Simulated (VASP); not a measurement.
# GaAs (F-43m) in VASP: a series of runs

The runs below take GaAs through relaxation of cell and atoms, single point, with PBEsol, LDA, r2SCAN, PBE.

Program: VASP 6.6.1. These are calculated values, not measurements. Logs are shortened: lines on timing, memory, paths and dates and some standing lists are left out, and cuts for length are marked.

## Step 1: The cell of the first run

Symmetry: F-43m, No. 216, cubic system. The conventional cell has a = 5.745 Å, b = 5.745 Å, c = 5.745 Å, α = 90.00°, β = 90.00°, γ = 90.00°. Within 3.3 Å of Ga (site symmetry -43m) lie 4 As at 2.49 Å. Within 3.3 Å of As (site symmetry -43m) lie 4 Ga at 2.49 Å.

## Step 2: Relaxation of cell and atoms, PBEsol

INCAR

```
SYSTEM = GaAs
PREC = Accurate
ENCUT = 600
EDIFF = 1E-7
ISMEAR = -1
SIGMA = 0.02
LREAL = .False.
LASPH = .True.
NELM = 60
ALGO = Normal
ISIF = 3
LWAVE = .False.
LCHARG = .False.
GGA = PS
IBRION = 2
NSW = 80
EDIFFG = -0.005
```

KPOINTS

```
Automatic mesh
0
Gamma
  8 8 8
  0 0 0
```

POSCAR

```
GaAs
1.0
    0.0000000000      2.8722543148      2.8722543148
    2.8722543148      0.0000000000      2.8722543148
    2.8722543148      2.8722543148      0.0000000000
Ga As
1 1
Direct
    0.0000000000      0.0000000000      0.0000000000
    0.2500000000      0.2500000000      0.2500000000
```

Potentials or basis: VASP PAW PBE potentials, release 64 (Ga_d, As).

Command:

```bash
$ cat potpaw_PBE.64/Ga_d/POTCAR potpaw_PBE.64/As/POTCAR > POTCAR
$ mpirun -np 1 vasp_std > vasp.out
```

OUTCAR:

```text
SYSTEM = GaAs
   PREC = Accurate
   ENCUT = 600
   EDIFF = 1E-7
   ISMEAR = -1
   LREAL = .False.
   LASPH = .True.
   NELM = 60
   ISIF = 3
   GGA = PS
   IBRION = 2
   NSW = 80
   EDIFFG = -0.005

 ion  position               nearest neighbor table
   1  0.000  0.000  0.000-   2 2.49   2 2.49   2 2.49   2 2.49
   2  0.250  0.250  0.250-   1 2.49   1 2.49   1 2.49   1 2.49

  LATTYP: Found a face centered cubic cell.
 ALAT       =     5.7445086296

  Lattice vectors:

 A1 = (   0.0000000000,   2.8722543148,   2.8722543148)
 A2 = (   2.8722543148,   0.0000000000,   2.8722543148)
 A3 = (   2.8722543148,   2.8722543148,   0.0000000000)

Analysis of symmetry for initial positions (statically):
=====================================================================
 Subroutine PRICEL returns:
 Original cell was already a primitive cell.

 Routine SETGRP: Setting up the symmetry group for a
 face centered cubic supercell.

 Subroutine GETGRP returns: Found 24 space group operations
 (whereof 24 operations were pure point group operations)
 out of a pool of 48 trial point group operations.

The static configuration has the point symmetry T_d .

Analysis of symmetry for dynamics (positions and initial velocities):
=====================================================================
 Subroutine PRICEL returns:
 Original cell was already a primitive cell.

 Routine SETGRP: Setting up the symmetry group for a
 face centered cubic supercell.

 Subroutine GETGRP returns: Found 24 space group operations
 (whereof 24 operations were pure point group operations)
 out of a pool of 48 trial point group operations.

The dynamic configuration has the point symmetry T_d .

 Subroutine INISYM returns: Found 24 space group operations
 (whereof 24 operations are pure point group operations),
 and found     1 'primitive' translations

----------------------------------------------------------------------------------------

                                     Primitive cell

  volume of cell :      47.3913

  direct lattice vectors                    reciprocal lattice vectors
     0.000000000  2.872254315  2.872254315    -0.174079293  0.174079293  0.174079293
     2.872254315  0.000000000  2.872254315     0.174079293 -0.174079293  0.174079293
     2.872254315  2.872254315  0.000000000     0.174079293  0.174079293 -0.174079293

  length of vectors
     4.061981007  4.061981007  4.061981007     0.301514180  0.301514180  0.301514180

[... 101 lines left out ...]
  volume/ion in A,a.u.               =      23.70       159.91
  Fermi-wavevector in a.u.,A,eV,Ry     =   1.185585  2.240431 19.124517  1.405612
  Thomas-Fermi vector in A             =   2.321776
   LORBIT       =      0    0 simple, 1 ext, 2 COOP (PROOUT), +10 PAW based schemes
   GGA     = PS    functional components
   LHFCALC =     F    Hartree Fock is set to
   AEXX    =    0.0000 exact exchange contribution
   IVDW    =     0    specifies the selected vdW correction
   LEPSILON=     F    determine dielectric tensor
   LRPA    =     F    only Hartree local field effects (RPA)
 conjugate gradient relaxation of ions
 non-spin polarized calculation
  energy-cutoff  :      600.00
  volume of cell :       47.39
 maximum number of plane-waves:      1604
   NGX = 17   NGY = 17   NGZ = 17

--------------------------------------- Ionic step        1  -------------------------------------------

 number of electron      17.9999996 magnetization

 Free energy of the ion-electron system (eV)
  ---------------------------------------------------
  ext. energy  EPLUGINS =         0.00000000
  ---------------------------------------------------
  free energy    TOTEN  =        -9.07002400 eV

  energy without entropy =       -9.06995699  energy(sigma->0) =       -9.06999049

------------------------ aborting loop because EDIFF is reached ----------------------------------------

  FORCE on cell =-STRESS in cart. coord.  units (eV):
  Direction    XX          YY          ZZ          XY          YZ          ZX
  --------------------------------------------------------------------------------------
  -------------------------------------------------------------------------------------
  Total       -0.8054125     -0.8054125     -0.8054125      0.0000000      0.0000000     -0.0000000
  in kB      -27.2289127    -27.2289127    -27.2289127      0.0000000      0.0000000     -0.0000000
  external PRESSURE =     -27.2289127 kB  Pullay stress =       0.0000000 kB
[... 59 lines left out ...]
--------------------------------------- Ionic step        3  -------------------------------------------

 number of electron      18.0000010 magnetization

 Free energy of the ion-electron system (eV)
  ---------------------------------------------------
  ext. energy  EPLUGINS =         0.00000000
  ---------------------------------------------------
  free energy    TOTEN  =        -9.08771008 eV

  energy without entropy =       -9.08770999  energy(sigma->0) =       -9.08771003

 E-fermi :   3.9847     XC(G=0):  -9.7517

 val. band max:        3.7631076141   @ k =   0.0000   0.0000   0.0000
 cond. band min:       4.1843630397   @ k =   0.0000   0.0000   0.0000
 fundamental gap:      0.4212554257
 Fermi energy:         3.9847216874

 k-point     1 :       0.0000    0.0000    0.0000
  band No.  band energies     occupation
      1     -11.0060      2.00000
      2     -11.0060      2.00000
      3     -11.0060      2.00000
      4     -10.9271      2.00000
      5     -10.9271      2.00000
      6      -8.9565      2.00000
      7       3.7631      1.99997
      8       3.7631      1.99997
      9       3.7631      1.99997
     10       4.1844      0.00009
     11       7.4511      0.00000
     12       7.4511      0.00000
     13       7.4511      0.00000
[... 354 lines left out ...]
  band No.  band energies     occupation
      1     -11.0942      2.00000
      2     -10.9814      2.00000
      3     -10.9738      2.00000
      4     -10.9315      2.00000
      5     -10.9236      2.00000
      6      -6.8507      2.00000
      7      -2.7376      2.00000
      8       0.5166      2.00000
      9       1.8184      2.00000
     10       6.7258      0.00000
     11       7.8396      0.00000
     12      10.0478      0.00000
     13      11.3584      0.00000

 [... further k-points ...]

------------------------ aborting loop because EDIFF is reached ----------------------------------------

  FORCE on cell =-STRESS in cart. coord.  units (eV):
  Direction    XX          YY          ZZ          XY          YZ          ZX
  --------------------------------------------------------------------------------------
  -------------------------------------------------------------------------------------
  Total        0.0012345      0.0012345      0.0012345      0.0000000      0.0000000      0.0000000
  in kB        0.0435782      0.0435782      0.0435782      0.0000000      0.0000000      0.0000000
  external PRESSURE =       0.0435782 kB  Pullay stress =       0.0000000 kB
[... 17 lines left out ...]
  FREE ENERGIE OF THE ION-ELECTRON SYSTEM (eV)
  ---------------------------------------------------
  free  energy   TOTEN  =        -9.0877100761 eV

  energy  without entropy=       -9.0877099929  energy(sigma->0) =       -9.08771003

 reached required accuracy - stopping structural energy minimisation
```

OSZICAR:

```text
N       E                     dE             d eps       ncg     rms          rms(c)
DAV:   1     0.858006991827E+02    0.85801E+02   -0.98348E+03   762   0.207E+03
DAV:   2    -0.190826577166E+01   -0.87709E+02   -0.84677E+02   804   0.351E+02
DAV:   3    -0.911609490520E+01   -0.72078E+01   -0.71197E+01   949   0.805E+01
[... 25 lines left out ...]
DAV:   4    -0.908780763805E+01    0.66730E-03   -0.88836E-04   887   0.494E-01    0.379E-02
DAV:   5    -0.908771293668E+01    0.94701E-04   -0.58596E-05   931   0.117E-01    0.101E-02
DAV:   6    -0.908770994458E+01    0.29921E-05   -0.71665E-06   966   0.476E-02    0.526E-03
DAV:   7    -0.908771006461E+01   -0.12004E-06   -0.10985E-06   940   0.218E-02    0.126E-03
DAV:   8    -0.908771007614E+01   -0.11523E-07   -0.13879E-07   517   0.444E-03
   3 F= -.90877101E+01 E0= -.90877100E+01  d E =-.176861E-01
```

Run time: 33 s. Hardware: 1 thread of AMD EPYC 7R13 (Zen 3), shared host; peak memory 0.17 GiB.

What came out:

```yaml
Free_energy: -9.0877 eV
Relaxed_volume: 22.69 Å³/atom
Relaxed_cell: a = 4.004 Å, b = 4.004 Å, c = 4.004 Å, α = 60.00°, β = 60.00°, γ = 60.00°
Space_group_after_relaxing_to_0.1_Å: F-43m (No. 216)
Energy_gained_by_relaxing: 8.8 meV/atom
Ionic_steps: 3
Pressure_after_relaxing: 0.0 GPa
Band_gap_on_the_k_mesh: 0.42 eV
```

Step by step:
```tsv
step	energy change (eV)	largest force (eV/Å)	pressure (GPa)	volume (Å³)
1	0.0000	0.0000	-2.72	47.39
2	-0.0153	0.0000	1.12	44.68
3	-0.0177	0.0000	0.00	45.39
```

Final structure:
```xyz
2
Lattice="0.0000 2.8312 2.8312 2.8312 0.0000 2.8312 2.8312 2.8312 0.0000" Properties=species:S:1:pos:R:3 pbc="T T T"
Ga    0.0000    0.0000    0.0000
As    1.4156    1.4156    1.4156
```

Levels at points of the mesh, in eV from the valence-band top:
| k point | band 7 | band 8 | band 9 | band 10 | band 11 | band 12 |
| --- | --- | --- | --- | --- | --- | --- |
| (0.00, 0.00, 0.00) | 0.00 | 0.00 | 0.00 | 0.42 | 3.69 | 3.69 |
| (0.50, 0.00, 0.00) | -6.66 | -1.14 | -1.14 | 0.92 | 4.58 | 4.58 |
| (0.50, 0.50, 0.00) | -6.83 | -2.68 | -2.68 | 1.36 | 1.57 | 10.09 |

Caveat: the PAW data sets were made with another functional, which shifts forces and pressure a little. A k mesh can miss the band edges.

## Step 3: Relaxation of cell and atoms, LDA

INCAR

```
PREC = Accurate ; ENCUT = 600
EDIFF = 1E-6 ; ISMEAR = -1
SIGMA = 0.02 ; LREAL = F
LASPH = T ; NELM = 80
ALGO = Normal ; ISIF = 3
LWAVE = F ; LCHARG = F
GGA = CA ; IBRION = 2
NSW = 80 ; EDIFFG = -0.005
```

KPOINTS

```
Automatic mesh
0
Gamma
  8 8 8
```

POSCAR is that of step 2.

Potentials or basis: VASP PAW LDA potentials, release 64 (Ga_d, As).

Command:

```bash
$ cat potpaw_LDA.64/Ga_d/POTCAR potpaw_LDA.64/As/POTCAR > POTCAR
$ mpirun -np 1 vasp_std > vasp.out
```

It took 51 s on 1 thread of AMD EPYC 7R13 (Zen 3), shared host; peak memory 0.15 GiB.

The run converged. Its results:

| Item | Value |
| --- | --- |
| Free energy | -9.6374 eV |
| Relaxed volume | 22.09 Å³/atom |
| Relaxed cell | a = 3.968 Å, b = 3.968 Å, c = 3.968 Å, α = 60.00°, β = 60.00°, γ = 60.00° |
| Space group after relaxing (to 0.1 Å) | F-43m (No. 216) |
| Energy gained by relaxing | 24.2 meV/atom |
| Ionic steps | 10 |
| Pressure after relaxing | 0.0 GPa |
| Band gap on the k mesh | 0.50 eV |

The path:
| step | energy change (eV) | largest force (eV/Å) | pressure (GPa) | volume (Å³) |
| --- | --- | --- | --- | --- |
| 1 | 0.0000 | 0.0000 | -4.42 | 47.39 |
| 2 | -0.0418 | 0.0000 | 1.98 | 43.05 |
| 3 | -0.0485 | 0.0000 | 0.04 | 44.13 |
| 4 | -0.0485 | 0.0000 | -0.13 | 44.19 |
| 5 | -0.0485 | 0.0000 | -0.10 | 44.19 |
| 6 | -0.0485 | 0.0000 | -0.04 | 44.18 |
| 7 | -0.0485 | 0.0000 | -0.06 | 44.18 |
| 8 | -0.0485 | 0.0000 | -0.07 | 44.18 |
| 9 | -0.0485 | 0.0000 | -0.07 | 44.18 |
| 10 | -0.0485 | 0.0000 | 0.01 | 44.17 |

Final structure:
```xyz
2
Lattice="0.0000 2.8057 2.8057 2.8057 0.0000 2.8057 2.8057 2.8057 0.0000" Properties=species:S:1:pos:R:3 pbc="T T T"
Ga    0.0000    0.0000    0.0000
As    1.4028    1.4028    1.4028
```

Levels at points of the mesh, in eV from the valence-band top:
```
           k point  band 5  band 6  band 7  band 8  band 9  band 10  band 11  band 12  band 13
(0.00, 0.00, 0.00)  -14.89  -12.93    0.00    0.00    0.00     0.50     3.68     3.68     3.68
(0.50, 0.00, 0.00)  -14.89  -11.09   -6.82   -1.18   -1.18     0.93     4.59     4.59     7.59
(0.50, 0.50, 0.00)  -14.88  -10.32   -6.98   -2.77   -2.77     1.30     1.54    10.22    10.22
```

## Step 4: Relaxation of cell and atoms, r2SCAN

POSCAR is that of step 3.

INCAR.step1

```
SYSTEM = GaAs
ALGO = Normal ; EDIFF = 1E-4
ENCUT = 600 ; GGA = PE
ISMEAR = -1 ; LASPH = .TRUE.
LCHARG = .FALSE. ; LREAL = .FALSE.
LWAVE = .TRUE. ; NELM = 80
PREC = Accurate ; SIGMA = 0.02
```

INCAR.step2

```
SYSTEM = GaAs
ALGO = Normal ; EDIFF = 1E-6
EDIFFG = -0.005 ; ENCUT = 600
IBRION = 2 ; ISIF = 3
ISMEAR = -1 ; ISTART = 1
LASPH = .TRUE. ; LCHARG = .FALSE.
LMIXTAU = .TRUE. ; LREAL = .FALSE.
LWAVE = .FALSE. ; METAGGA = R2SCAN
NELM = 80 ; NSW = 80
PREC = Accurate ; SIGMA = 0.02
```

KPOINTS

```
k-points
0
G
  8 8 8
  0 0 0
```

Potentials or basis: VASP PAW PBE potentials, release 64 (Ga_d, As).

Command:

```bash
$ cat potpaw_PBE.64/Ga_d/POTCAR potpaw_PBE.64/As/POTCAR > POTCAR
$ cp INCAR.step1 INCAR
$ mpirun -np 1 vasp_std > vasp.out
$ cp INCAR.step2 INCAR
$ mpirun -np 1 vasp_std > vasp.out
```

Run time: 4.4 min. Hardware: 1 thread of AMD EPYC 7R13 (Zen 3), shared host; peak memory 0.18 GiB.

Results (log left out):

```
Free energy                           : -27.0547 eV
Relaxed volume                        : 22.77 Å³/atom
Relaxed cell                          : a = 4.008 Å, b = 4.008 Å, c = 4.008 Å, α = 60.00°, β = 60.00°, γ = 60.00°
Space group after relaxing (to 0.1 Å) : F-43m (No. 216)
Energy gained by relaxing             : 8.2 meV/atom
Ionic steps                           : 7
Pressure after relaxing               : 0.0 GPa
Band gap on the k mesh                : 0.93 eV
```

Step by step:
```
step  energy change (eV)  largest force (eV/Å)  pressure (GPa)  volume (Å³)
   1              0.0000                0.0000           -2.66        47.39
   2             -0.0134                0.0000            1.28        44.75
   3             -0.0164                0.0000           -0.04        45.50
   4             -0.0164                0.0000            0.12        45.47
   5             -0.0164                0.0000           -0.12        45.57
   6             -0.0164                0.0000            0.07        45.51
   7             -0.0164                0.0000            0.02        45.53
```

Final structure:
```xyz
2
Lattice="0.0000 2.8342 2.8342 2.8342 0.0000 2.8342 2.8342 2.8342 0.0000" Properties=species:S:1:pos:R:3 pbc="T T T"
Ga    0.0000    0.0000    0.0000
As    1.4171    1.4171    1.4171
```

Levels at points of the mesh, in eV from the valence-band top:
| k point | band 7 | band 8 | band 9 | band 10 | band 11 | band 12 |
| --- | --- | --- | --- | --- | --- | --- |
| (0.00, 0.00, 0.00) | 0.00 | 0.00 | 0.00 | 0.93 | 4.04 | 4.04 |
| (0.50, 0.00, 0.00) | -6.77 | -1.17 | -1.17 | 1.34 | 4.98 | 4.98 |
| (0.50, 0.50, 0.00) | -6.96 | -2.75 | -2.75 | 1.77 | 1.95 | 10.80 |

Caveat: the PAW data sets were made with another functional, which shifts forces and pressure a little. r2SCAN opens gaps a little over a GGA but as a rule still falls short of measured ones.

## Step 5: Single point, PBE, non-collinear spin, zero start, spin-orbit coupling

This run uses another cell than the first one, of 22.74 Å³/atom.

INCAR

```
SYSTEM = GaAs
  ALGO = Normal
  EDIFF = 1E-6
  ENCUT = 520
  GGA = PE
  GGA_COMPAT = .FALSE.
  ISIF = 2
  ISMEAR = -1
  LASPH = .TRUE.
  LCHARG = .FALSE.
  LORBIT = 11
  LORBMOM = .TRUE.
  LREAL = .FALSE.
  LSORBIT = .TRUE.
  LWAVE = .FALSE.
  MAGMOM = 0 0 0 0 0 0
  NBANDS = 30
  NELM = 150
  PREC = Accurate
  SIGMA = 0.02
```

KPOINTS is that of step 4.

POSCAR

```
GaAs
1.0
    0.0000000000      2.8330831656      2.8330831656
    2.8330831656      0.0000000000      2.8330831656
    2.8330831656      2.8330831656      0.0000000000
Ga As
1 1
Direct
    0.0000000000      0.0000000000      0.0000000000
    0.2500000000      0.2500000000      0.2500000000
```

Command:

```bash
$ cat potpaw_PBE.64/Ga_d/POTCAR potpaw_PBE.64/As/POTCAR > POTCAR
$ mpirun -np 1 vasp_ncl > vasp.out
```

Wall time 84 s (1 thread of AMD EPYC 7R13 (Zen 3), shared host); peak memory 0.29 GiB.

It converged, with:

```
Free energy                                           : -8.2709 eV
Pressure                                              : 2.9 GPa
Net moment                                            : 0.00 μB per cell
Valence electrons inside the program's atomic spheres : Ga 11.67; As 2.84
```

Moments on the atoms (μB; x, y, z):
```
Ga  0.00 0.00 0.00
As  0.00 0.00 0.00
```

## Step 6: Overview

| task | level | potentials or basis | spin | cell | cutoff (eV) | gap on the mesh (eV) | pressure (GPa) | relaxed volume (Å³/atom) |
| --- | --- | --- | --- | --- | --- | --- | --- | --- |
| relaxation of cell and atoms | PBEsol | VASP PAW PBE potentials, release 64 (Ga_d, As) | off | relaxed from a = 4.062 Å, angles 60.0°, 2 atoms | 600 | 0.42 | 0.0 | 22.69 |
| relaxation of cell and atoms | LDA | VASP PAW LDA potentials, release 64 (Ga_d, As) | off | relaxed from a = 4.062 Å, angles 60.0°, 2 atoms | 600 | 0.50 | 0.0 | 22.09 |
| relaxation of cell and atoms | r2SCAN | VASP PAW PBE potentials, release 64 (Ga_d, As) | off | relaxed from a = 4.062 Å, angles 60.0°, 2 atoms | 600 | 0.93 | 0.0 | 22.77 |
| single point | PBE | VASP PAW PBE potentials, release 64 (Ga_d, As) | non-collinear, zero start, SOC | a = 4.007 Å, angles 60.0°, 2 atoms | 520 | - | 2.9 | - |

Alike in all rows: k mesh 8 × 8 × 8; smearing fermi-dirac 0.02 eV.

Caveats: the PAW data sets were made with another functional, which shifts forces and pressure a little (at least some runs).

Absolute energies hang on the potentials; compare differences alone.
